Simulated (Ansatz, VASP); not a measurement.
## SiNi3 in VASP and in Ansatz

```xyz
4
Lattice="3.4610 0.0000 0.0000 0.0000 3.4610 0.0000 0.0000 0.0000 3.4610" Properties=species:S:1:pos:R:3 pbc="T T T"
Si    0.0000    0.0000    0.0000
Ni    0.0000    1.7305    1.7305
Ni    1.7305    0.0000    1.7305
Ni    1.7305    1.7305    0.0000
```

Alike in both runs: functional PBEsol; k mesh 12 × 12 × 12; occupations gaussian, width 0.1 eV; no spin polarisation.

Ansatz relaxed the structure, and its values are those at the end. VASP's run is a single point on that final structure, the one shown.

```csv
,VASP,Ansatz
version,VASP 6.6.1,Ansatz 0.2.0
potentials or method,"VASP PAW PBE potentials, release 64 (Si, Ni), cutoff 520 eV","scalar-relativistic, plane waves, PAW"
valence electrons in the cell,34,58
```

|  | VASP | Ansatz | Ansatz less VASP |
| --- | --- | --- | --- |
| gap on the k mesh at the Fermi level (eV) | none | none | - |
| pressure (GPa) | 0.2 | 0.0 | -0.24 |

VASP's potentials were made for PBE, not for PBEsol. A gap of «none» marks a metal or a gap that the smearing closes. VASP's potentials hold 34 valence electrons a cell and Ansatz's 58, so a difference there can come from the potentials and not from the codes.
